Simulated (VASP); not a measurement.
# Si62P (a cell with a defect) in VASP: relaxation of the atoms with LDA

Aim: the relaxation of the atoms of Si62P (a cell with a defect) with LDA.

Program: VASP 6.6.1. These are calculated values, not measurements. Logs are shortened: lines on timing, memory, paths and dates and some standing lists are left out, and cuts for length are marked.

**1. The cell of the first run**

The cell holds a defect, 63 atoms: a = 10.860 Å, b = 10.860 Å, c = 10.860 Å, α = 90.00°, β = 90.00°, γ = 90.00°.

**2. Relaxation of the atoms, LDA**

INCAR

```
PREC = Accurate
ENCUT = 520
EDIFF = 1E-6
ISMEAR = -1
SIGMA = 0.05
LREAL = Auto
LASPH = True
NELM = 60
ALGO = Normal
ISIF = 2
LWAVE = False
LCHARG = False
IBRION = 2
NSW = 80
EDIFFG = -0.03
NELECT = 252.0
NCORE = 4
```

KPOINTS

```
regular mesh
0
Gamma
  1 1 1
```

POSCAR

```
Si62P
1.0
   10.8600000000      0.0000000000      0.0000000000
    0.0000000000     10.8600000000      0.0000000000
    0.0000000000      0.0000000000     10.8600000000
Si P
62 1
Direct
    0.5000000000      0.0000000000      0.0000000000
    0.6250000000      0.1250000000      0.1250000000
    0.7500000000      0.2500000000      0.0000000000
    0.8750000000      0.3750000000      0.1250000000
    0.8750000000      0.1250000000      0.3750000000
    0.0000000000      0.0000000000      0.0000000000
    0.1250000000      0.1250000000      0.1250000000
    0.2500000000      0.2500000000      0.0000000000
    0.3750000000      0.3750000000      0.1250000000
    0.5000000000      0.5000000000      0.0000000000
    0.6250000000      0.6250000000      0.1250000000
    0.7500000000      0.7500000000      0.0000000000
    0.2500000000      0.0000000000      0.2500000000
    0.3750000000      0.1250000000      0.3750000000
    0.5000000000      0.2500000000      0.2500000000
    0.6250000000      0.3750000000      0.3750000000
    0.7500000000      0.5000000000      0.2500000000
    0.8750000000      0.6250000000      0.3750000000
    0.5000000000      0.0000000000      0.5000000000
    0.6250000000      0.1250000000      0.6250000000
    0.7500000000      0.2500000000      0.5000000000
    0.8750000000      0.3750000000      0.6250000000
    0.7500000000      0.0000000000      0.7500000000
    0.8750000000      0.1250000000      0.8750000000
    0.0000000000      0.5000000000      0.0000000000
    0.1250000000      0.6250000000      0.1250000000
    0.2500000000      0.7500000000      0.0000000000
    0.3750000000      0.8750000000      0.1250000000
    0.0000000000      0.2500000000      0.2500000000
    0.1250000000      0.3750000000      0.3750000000
    0.2500000000      0.5000000000      0.2500000000
    0.3750000000      0.6250000000      0.3750000000
    0.5000000000      0.7500000000      0.2500000000
    0.6250000000      0.8750000000      0.3750000000
    0.0000000000      0.0000000000      0.5000000000
    0.1250000000      0.1250000000      0.6250000000
    0.2500000000      0.2500000000      0.5000000000
    0.3750000000      0.3750000000      0.6250000000
    0.5000000000      0.5000000000      0.5000000000
    0.6250000000      0.6250000000      0.6250000000
    0.7500000000      0.7500000000      0.5000000000
    0.8750000000      0.8750000000      0.6250000000
    0.2500000000      0.0000000000      0.7500000000
    0.3750000000      0.1250000000      0.8750000000
    0.5000000000      0.2500000000      0.7500000000
    0.6250000000      0.3750000000      0.8750000000
    0.7500000000      0.5000000000      0.7500000000
    0.8750000000      0.6250000000      0.8750000000
    0.0000000000      0.7500000000      0.2500000000
    0.1250000000      0.8750000000      0.3750000000
    0.0000000000      0.5000000000      0.5000000000
    0.1250000000      0.6250000000      0.6250000000
    0.2500000000      0.7500000000      0.5000000000
    0.3750000000      0.8750000000      0.6250000000
    0.0000000000      0.2500000000      0.7500000000
    0.1250000000      0.3750000000      0.8750000000
    0.2500000000      0.5000000000      0.7500000000
    0.3750000000      0.6250000000      0.8750000000
    0.5000000000      0.7500000000      0.7500000000
    0.6250000000      0.8750000000      0.8750000000
    0.0000000000      0.7500000000      0.7500000000
    0.1250000000      0.8750000000      0.8750000000
    0.8750000000     -0.1250000000      0.1250000000
```

Potentials or basis: VASP PAW LDA potentials, release 64 (Si, P).

On the command line:

```bash
$ cat potpaw_LDA.64/Si/POTCAR potpaw_LDA.64/P/POTCAR > POTCAR
$ mpirun -np 4 vasp_gam > vasp.out
```

OUTCAR:

```text
PREC = Accurate
   ENCUT = 520
   EDIFF = 1E-6
   ISMEAR = -1
   LREAL = Auto
   LASPH = True
   NELM = 60
   ISIF = 2
   IBRION = 2
   NSW = 80
   EDIFFG = -0.03
   NELECT = 252.0

 ion  position               nearest neighbor table
   1  0.500  0.000  0.000-   2 2.35  28 2.35  44 2.35  60 2.35
   2  0.625  0.125  0.125-   1 2.35   3 2.35  15 2.35
   3  0.750  0.250  0.000-   2 2.35   4 2.35  24 2.35  46 2.35
   4  0.875  0.375  0.125-   3 2.35  17 2.35  25 2.35  29 2.35
   5  0.875  0.125  0.375-  21 2.35  29 2.35  35 2.35
   6  0.000  0.000  0.000-   7 2.35  24 2.35  62 2.35  63 2.35
   7  0.125  0.125  0.125-   6 2.35   8 2.35  13 2.35  29 2.35
   8  0.250  0.250  0.000-   7 2.35   9 2.35  44 2.35  56 2.35
   9  0.375  0.375  0.125-   8 2.35  10 2.35  15 2.35  31 2.35
  10  0.500  0.500  0.000-   9 2.35  11 2.35  46 2.35  58 2.35
  11  0.625  0.625  0.125-  10 2.35  12 2.35  17 2.35  33 2.35
[... 49 lines left out ...]
  61  0.000  0.750  0.750-  42 2.35  48 2.35  52 2.35  62 2.35
  62  0.125  0.875  0.875-   6 2.35  27 2.35  43 2.35  61 2.35
  63  0.875  0.875  0.125-   6 2.35  12 2.35  49 2.35

  LATTYP: Found a simple cubic cell.
 ALAT       =    10.8600000000

  Lattice vectors:

 A1 = (  10.8600000000,   0.0000000000,   0.0000000000)
 A2 = (   0.0000000000,  10.8600000000,   0.0000000000)
 A3 = (   0.0000000000,   0.0000000000,  10.8600000000)

Analysis of symmetry for initial positions (statically):
=====================================================================
 Subroutine PRICEL returns:
 Original cell was already a primitive cell.

 Routine SETGRP: Setting up the symmetry group for a
 simple cubic supercell.

 Subroutine GETGRP returns: Found  6 space group operations
 (whereof  2 operations were pure point group operations)
 out of a pool of 48 trial point group operations.

The static configuration has the point symmetry C_1h.
 The point group associated with its full space group is C_3v.

Analysis of symmetry for dynamics (positions and initial velocities):
=====================================================================
 Subroutine PRICEL returns:
 Original cell was already a primitive cell.

 Routine SETGRP: Setting up the symmetry group for a
 simple cubic supercell.

 Subroutine GETGRP returns: Found  6 space group operations
 (whereof  2 operations were pure point group operations)
 out of a pool of 48 trial point group operations.

The dynamic configuration has the point symmetry C_1h.
 The point group associated with its full space group is C_3v.
[... 218 lines left out ...]
  volume/ion in A,a.u.               =      20.33       137.20
  Fermi-wavevector in a.u.,A,eV,Ry     =   0.952164  1.799329 12.335269  0.906617
  Thomas-Fermi vector in A             =   2.080702
   LORBIT       =      0    0 simple, 1 ext, 2 COOP (PROOUT), +10 PAW based schemes
   GGA     = CA    functional components
   LHFCALC =     F    Hartree Fock is set to
   AEXX    =    0.0000 exact exchange contribution
   IVDW    =     0    specifies the selected vdW correction
   LEPSILON=     F    determine dielectric tensor
   LRPA    =     F    only Hartree local field effects (RPA)
 conjugate gradient relaxation of ions
 non-spin polarized calculation
  energy-cutoff  :      520.00
  volume of cell :     1280.82
 maximum number of plane-waves:     17229
 NGX is ok and might be reduce to    84
   NGX = 41   NGY = 41   NGZ = 41

--------------------------------------- Ionic step        1  -------------------------------------------

 number of electron     251.9999969 magnetization

 Free energy of the ion-electron system (eV)
  ---------------------------------------------------
  ext. energy  EPLUGINS =         0.00000000
  ---------------------------------------------------
  free energy    TOTEN  =      -372.15251039 eV

  energy without entropy =     -372.09089631  energy(sigma->0) =     -372.12170335

------------------------ aborting loop because EDIFF is reached ----------------------------------------

  FORCE on cell =-STRESS in cart. coord.  units (eV):
  Direction    XX          YY          ZZ          XY          YZ          ZX
  --------------------------------------------------------------------------------------
  -------------------------------------------------------------------------------------
  Total      -19.6696786    -19.6696786    -19.6696786     -2.9655529      2.9655529     -2.9655529
  in kB      -24.6047168    -24.6047168    -24.6047168     -3.7095975      3.7095975     -3.7095975
  external PRESSURE =     -24.6047168 kB  Pullay stress =       0.0000000 kB
[... 272 lines left out ...]
  FREE ENERGIE OF THE ION-ELECTRON SYSTEM (eV)
  ---------------------------------------------------
  free  energy   TOTEN  =      -372.2698130079 eV

  energy  without entropy=     -372.2363416879  energy(sigma->0) =     -372.25307735

[... ionic steps 4 to 12 ...]

--------------------------------------- Ionic step       13  -------------------------------------------

 number of electron     251.9999992 magnetization

------------------------ aborting loop because EDIFF is reached ----------------------------------------
[... 189 lines left out ...]
--------------------------------------- Ionic step       15  -------------------------------------------

 number of electron     251.9999992 magnetization

 Free energy of the ion-electron system (eV)
  ---------------------------------------------------
  ext. energy  EPLUGINS =         0.00000000
  ---------------------------------------------------
  free energy    TOTEN  =      -372.35003909 eV

  energy without entropy =     -372.32161752  energy(sigma->0) =     -372.33582831

 E-fermi :   5.9702     XC(G=0):  -9.5210

 val. band max:        5.7897908038   @ k =   0.0000   0.0000   0.0000
 cond. band min:       6.2011103047   @ k =   0.0000   0.0000   0.0000
 fundamental gap:      0.4113195009
 Fermi energy:         5.9701779851

 k-point     1 :       0.0000    0.0000    0.0000
  band No.  band energies     occupation
      1      -6.3838      2.00000
      2      -5.7966      2.00000
      3      -5.2193      2.00000
      4      -5.2193      2.00000
      5      -5.2161      2.00000
      6      -5.2161      2.00000
[... 130 lines left out ...]
    137       6.6909      0.00000
    138       6.8271      0.00000
 [bands above 138 left out]

------------------------ aborting loop because EDIFF is reached ----------------------------------------

  FORCE on cell =-STRESS in cart. coord.  units (eV):
  Direction    XX          YY          ZZ          XY          YZ          ZX
  --------------------------------------------------------------------------------------
  -------------------------------------------------------------------------------------
  Total      -19.9831921    -19.9831921    -19.9831921     -5.1823130      5.1823130     -5.1823130
  in kB      -24.9968895    -24.9968895    -24.9968895     -6.4825332      6.4825332     -6.4825332
  external PRESSURE =     -24.9968895 kB  Pullay stress =       0.0000000 kB
[... 78 lines left out ...]
  FREE ENERGIE OF THE ION-ELECTRON SYSTEM (eV)
  ---------------------------------------------------
  free  energy   TOTEN  =      -372.3500390939 eV

  energy  without entropy=     -372.3216175248  energy(sigma->0) =     -372.33582831

 reached required accuracy - stopping structural energy minimisation
```

It took 11 min on 4 MPI ranks of AMD EPYC 7R13 (Zen 3), shared host; peak memory 0.32 GiB.

What came out:

* Free energy: -372.3500 eV
* Energy gained by relaxing: 3.1 meV/atom
* Ionic steps: 15
* Largest force after relaxing: 0.027 eV/Å

Forces in eV/Å, atoms in the order of the input:
```
Si  -0.003  0.002  0.005
Si   0.006 -0.006  0.001
Si  -0.002  0.003  0.005
Si  -0.002  0.001  0.002
Si  -0.001 -0.006 -0.006
Si   0.010  0.003 -0.010
Si   0.007 -0.007  0.002
Si   0.002  0.001  0.007
Si  -0.008  0.008  0.012
Si  -0.001 -0.002  0.007
Si   0.007 -0.007  0.002
Si  -0.003 -0.010 -0.010
Si  -0.002 -0.002 -0.002
Si  -0.007  0.001  0.001
Si  -0.006  0.006  0.004
Si  -0.001  0.007  0.001
Si   0.002  0.002 -0.002
Si  -0.002 -0.007 -0.007
Si  -0.006  0.004  0.006
Si  -0.001  0.001  0.007
Si  -0.004  0.006  0.006
Si  -0.012  0.008  0.008
Si   0.002 -0.002  0.002
Si  -0.002 -0.007 -0.007
Si  -0.003  0.019  0.003
Si   0.012 -0.012 -0.006
Si  -0.019  0.003  0.003
Si  -0.001  0.002  0.002
Si  -0.005  0.003  0.002
Si   0.005  0.004 -0.010
Si  -0.006  0.006  0.003
Si  -0.004 -0.005 -0.010
Si  -0.003  0.005  0.002
Si   0.006  0.001 -0.006
Si  -0.005  0.002  0.003
Si   0.005 -0.010  0.004
Si   0.001  0.001  0.001
Si   0.016 -0.016 -0.016
Si  -0.001 -0.001  0.001
Si   0.010 -0.005  0.004
Si  -0.002  0.005  0.003
Si  -0.002  0.002  0.001
Si  -0.006  0.003  0.006
Si  -0.004 -0.010 -0.005
Si  -0.001  0.001 -0.001
Si   0.010  0.004 -0.005
Si  -0.003  0.006  0.006
Si   0.006 -0.012 -0.012
Si   0.010 -0.010  0.003
Si   0.007  0.002 -0.007
Si  -0.007 -0.002  0.001
Si   0.001 -0.001 -0.011
Si   0.002  0.007  0.001
Si  -0.008  0.012  0.008
Si  -0.007  0.001 -0.002
Si   0.001 -0.011 -0.001
Si  -0.006  0.006  0.006
Si   0.011 -0.001 -0.001
Si  -0.001  0.007 -0.002
Si   0.007  0.002 -0.007
Si  -0.003  0.003  0.019
Si   0.012 -0.006 -0.012
P    0.002 -0.002 -0.002
```

Step by step:
| step | energy change (eV) | largest force (eV/Å) | pressure (GPa) |
| --- | --- | --- | --- |
| 1 | 0.0000 | 0.5992 | -2.46 |
| 2 | -0.1132 | 0.2899 | -2.47 |
| 3 | -0.1173 | 0.2223 | -2.46 |
| 4 | -0.1495 | 0.1380 | -2.47 |
| 5 | -0.1607 | 0.1753 | -2.47 |
| 6 | -0.1744 | 0.1306 | -2.48 |
| 7 | -0.1772 | 0.1035 | -2.48 |
| 8 | -0.1851 | 0.0642 | -2.49 |
| 9 | -0.1866 | 0.0911 | -2.50 |
| 10 | -0.1923 | 0.0640 | -2.50 |
| 11 | -0.1931 | 0.0811 | -2.51 |
| 12 | -0.1958 | 0.0409 | -2.50 |
| 13 | -0.1962 | 0.0484 | -2.50 |
| 14 | -0.1975 | 0.0330 | -2.50 |
| 15 | -0.1975 | 0.0273 | -2.50 |

Final structure:
```
Si P
1.0
    10.86000    0.00000    0.00000
     0.00000   10.86000    0.00000
     0.00000    0.00000   10.86000
Si P
62 1
Direct
  0.50355 0.99829 0.00299
  0.62159 0.12841 0.12821
  0.75171 0.24645 0.00299
  0.87531 0.37482 0.12469
  0.87179 0.12841 0.37841
  0.99861 0.99116 0.00139
  0.12260 0.12081 0.12502
  0.24897 0.24816 0.00108
  0.37455 0.37545 0.12449
  0.50184 0.50103 0.00108
  0.62919 0.62740 0.12502
  0.75884 0.75139 0.00139
  0.25059 0.99981 0.24981
  0.37304 0.12591 0.37591
  0.49902 0.25098 0.25250
  0.62409 0.37696 0.37591
  0.75019 0.49941 0.24981
  0.87498 0.62740 0.37081
  0.49902 0.00250 0.50098
  0.62409 0.12591 0.62696
  0.74750 0.25098 0.50098
  0.87551 0.37545 0.62545
  0.75019 0.99981 0.74941
  0.87498 0.12081 0.87740
  0.00131 0.49801 0.99869
  0.12594 0.62406 0.12249
  0.25199 0.74869 0.99869
  0.37518 0.87469 0.12469
  0.99701 0.24645 0.24829
  0.12289 0.37426 0.37555
  0.25023 0.49977 0.24964
  0.37574 0.62711 0.37555
  0.50355 0.75299 0.24829
  0.62159 0.87821 0.37841
  0.99701 0.99829 0.49645
  0.12289 0.12555 0.62426
  0.24841 0.25051 0.50051
  0.37449 0.37551 0.62551
  0.49949 0.50159 0.50051
  0.62445 0.62711 0.62426
  0.75171 0.75299 0.49645
  0.87531 0.87469 0.62482
  0.25023 0.99964 0.74977
  0.37574 0.12555 0.87711
  0.49949 0.25051 0.75159
  0.62445 0.37426 0.87711
  0.75036 0.49977 0.74977
  0.87751 0.62406 0.87406
  0.99861 0.75139 0.24116
  0.12260 0.87502 0.37081
  0.99892 0.50103 0.49816
  0.12559 0.62441 0.62352
  0.24897 0.75108 0.49816
  0.37455 0.87449 0.62545
  0.99892 0.24816 0.75103
  0.12559 0.37352 0.87441
  0.25034 0.49966 0.74966
  0.37648 0.62441 0.87441
  0.50184 0.75108 0.75103
  0.62919 0.87502 0.87740
  0.00131 0.74869 0.74801
  0.12594 0.87249 0.87406
  0.87245 0.87755 0.12755
```

Caveat: the k points lie up to 0.58 Å⁻¹ apart; the cell carries a net charge on a neutralising background, which shifts energy and pressure; the cell is charged against a uniform background, so pressure and absolute levels hang on convention.
